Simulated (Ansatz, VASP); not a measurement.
**Cr: VASP beside Ansatz**

```
Cr
1.0
     2.42912    0.00000    0.00000
     0.00000    2.42912    0.00000
     0.00000    0.00000    2.42912
Cr
1
Direct
  0.00000 0.00000 0.00000
```

Alike in both runs: task single point; functional BLYP; k mesh 15 × 15 × 15; occupations fermi-dirac, width 0.1 eV; no spin polarisation.

```csv
,VASP,Ansatz
version,VASP 6.6.1,Ansatz 0.2.0
potentials or method,"VASP PAW PBE potentials, release 64 (Cr_pv), cutoff 520 eV","plane waves (420 eV) with PAW, scalar-relativistic"
valence electrons in the cell,12,14
```

```tsv
	VASP	Ansatz	Ansatz less VASP
pressure (GPa)	-10.8	-10.6	+0.15
```

VASP's potentials were made for PBE, not for BLYP. VASP's potentials hold 12 valence electrons a cell and Ansatz's 14, so a difference there can come from the potentials and not from the codes.
